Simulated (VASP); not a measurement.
Runs of VASP 6.6.1 on AgI (Iodargyrite). The structure is that of space group P6_3mc (No. 186), or close to it. The cells are those of the table. 

```csv
cell,k mesh,smearing,gap on the mesh (eV),pressure (GPa)
"a = 4.602, b = 4.602, c = 7.523 Å, angles 90.0, 90.0, 120.0°, 4 atoms",6 × 6 × 4,gaussian 0.01 eV,1.83,0.9
"a = 4.464, b = 4.464, c = 7.425 Å, angles 90.0, 90.0, 120.0°, 4 atoms",6 × 6 × 4,gaussian 0.01 eV,1.83,(a)
"a = 4.555, b = 4.555, c = 7.469 Å, angles 90.0, 90.0, 120.0°, 4 atoms",6 × 6 × 4,gaussian 0.01 eV,1.83,1.9
"a = 4.649, b = 4.649, c = 7.599 Å, angles 90.0, 90.0, 120.0°, 4 atoms",10 × 10 × 6,fermi-dirac 0.1 eV,1.83,-0.1
```

Alike in all rows: task single point; level r2SCAN; potentials or basis VASP PAW PBE potentials, release 64 (Ag, I); no spin polarisation; cutoff (eV) 550.

Problem. Estimate the missing entries.

Solution. (a) 3.8.

Caveats: the PAW data sets were made with another functional, which shifts forces and pressure a little; spin-orbit coupling is left out, which moves the levels of the heavy elements.

A k mesh can miss the band edges, and the runs leave out spin-orbit coupling on Ag, I.
